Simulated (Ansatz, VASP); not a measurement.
**ZnCd2Se2S in VASP and in Ansatz**

File INCAR:

```
SYSTEM = ZnCd2Se2S
ALGO = Normal
EDIFF = 1E-7
ENCUT = 520
GGA = PE
ISIF = 2
ISMEAR = 0
LASPH = .TRUE.
LCHARG = .FALSE.
LREAL = .FALSE.
LWAVE = .FALSE.
NBANDS = 36
NELM = 60
PREC = Accurate
SIGMA = 0.1
```

Contents of KPOINTS:

```
k-points
0
G
  4 4 4
  0 0 0
```

File POSCAR:

```
ZnCd2Se2S
1.0
    4.6030806500      0.0000000000      0.0000000000
    0.0000000000      4.6030806500      0.0000000000
    0.0000000000      0.0000000000      5.8533280300
Zn Cd Se S
1 2 2 1
Direct
    0.0000000000      0.0000000000      0.5000000000
    0.5000000000      0.5000000000      0.7211725700
    0.5000000000      0.5000000000      0.2788274300
    0.5000000000      0.0000000000      0.0000000000
    0.0000000000      0.5000000000      0.0000000000
    0.0000000000      0.0000000000      0.0000000000
```

Input for Ansatz:

```yaml
crystal:
  lattice:
    - [4.60308065, 0.0, 0.0]
    - [0.0, 4.60308065, 0.0]
    - [0.0, 0.0, 5.85332803]
  atoms:
    - { symbol: Zn, position: [0.0, 0.0, 0.5] }
    - { symbol: Cd, position: [0.5, 0.5, 0.72117257] }
    - { symbol: Cd, position: [0.5, 0.5, 0.27882743] }
    - { symbol: Se, position: [0.5, 0.0, 0.0] }
    - { symbol: Se, position: [0.0, 0.5, 0.0] }
    - { symbol: S, position: [0.0, 0.0, 0.0] }
basis:
  ecutwfc: 420
kpoints:
  mp_grid: { grid: [4, 4, 4] }
hamiltonian:
  xc: pbe
scf:
  occupations: { method: gaussian, width: 0.1 }
  lower_state_search: "off"
output:
  forces: true
  stress: true
  eigenvalues: true
```

Change from the starting cell: species swapped into the CeSi2Mo2C type (P4/mmm, No. 123).

Alike in both runs: task single point; functional PBE; k mesh 4 × 4 × 4; occupations gaussian, width 0.1 eV; no spin polarisation.

|  | VASP | Ansatz |
| --- | --- | --- |
| version | VASP 6.6.1 | Ansatz 0.2.0 |
| potentials or method | VASP PAW PBE potentials, release 64 (Zn, Cd, Se, S), cutoff 520 eV | scalar-relativistic, plane waves, PAW |
| valence electrons in the cell | 54 | 90 |

|  | VASP | Ansatz | Ansatz less VASP |
| --- | --- | --- | --- |
| gap on the k mesh at the Fermi level (eV) | none | none | - |
| pressure (GPa) | 14.7 | 14.3 | -0.32 |
| traceless stress, the component that is largest in VASP (GPa) | -9.55 | -9.66 | -0.115 |
| rms of the force components (eV/Å) | 0.075 | 0.071 | -0.0044 |

Atom by atom the forces differ by 0.004 eV/Å (rms over components). A gap of «none» marks a metal or a gap that the smearing closes. VASP's potentials hold 54 valence electrons a cell and Ansatz's 90, so a difference there can come from the potentials and not from the codes.
